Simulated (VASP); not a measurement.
Runs of VASP 6.6.1 on Re. The structure is that of space group Fm-3m (No. 225), or close to it. The cells are those of the table. 

```tsv
level	cell	k mesh	grid for exact exchange (PRECFOCK)	screening parameter	gap on the mesh (eV)	pressure (GPa)
PBE	a = 2.767 Å, angles 60.0°, 1 atom	8 × 8 × 8	-	-	none	-0.5
PBE	a = 2.750 Å, angles 60.0°, 1 atom	8 × 8 × 8	-	-	none	(a)
HSE06	a = 2.741 Å, angles 60.0°, 1 atom	10 × 10 × 10	Normal	0.2079 1/Å	none	-4.1
PBE	a = 2.792 Å, angles 60.0°, 1 atom	8 × 8 × 8	-	-	none	-9.8
```

Alike in all rows: task single point; potentials or basis VASP PAW PBE potentials, release 64 (Re); no spin polarisation; cutoff (eV) 520; smearing gaussian 0.05 eV.

**Question.** Estimate the missing entries.

**Answer.** (a) 6.6.

Caveats: spin-orbit coupling is left out, which moves the levels of the heavy elements; the PAW data sets were made with another functional, which shifts forces and pressure a little (some runs).

A k mesh can miss the band edges, and the runs leave out spin-orbit coupling on Re.

A gap of «none» marks levels without a gap at the run's occupations.
